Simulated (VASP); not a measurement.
Input of a VASP 6.6.1 run:

INCAR

```
  PREC = Accurate
  ENCUT = 520
  EDIFF = 1E-7
  ISMEAR = -1
  SIGMA = 0.1
  LREAL = False
  LASPH = True
  NELM = 60
  ALGO = Normal
  ISIF = 2
  LWAVE = False
  LCHARG = False
  GGA = PE
  NBANDS = 14
```

File KPOINTS:

```
Automatic mesh
0
Gamma
  11 11 11
```

Contents of POSCAR:

```
I
1.0
    1.9711285120     -1.1380315770      3.2249440862
    0.0000000000      2.2760631540      3.2249440862
   -1.9711285120     -1.1380315770      3.2249440862
I
2
Direct
    0.2500000000      0.2500000000      0.2500000000
   -0.2500000000     -0.2500000000     -0.2500000000
```

Potentials or basis: VASP PAW PBE potentials, release 64 (I).

Command:

```console
$ cat potpaw_PBE.64/I/POTCAR > POTCAR
$ mpirun -np 1 vasp_std > vasp.out
```

(1) Predict the band gap on the k mesh.

(2) Predict the pressure.

## Answers

(1) zero (band 7 reaches 15.65 eV, above the bottom of band 8 at 9.79 eV).

(2) 70.7 GPa.

Caveat: spin-orbit coupling is left out, which moves the levels of the heavy elements.
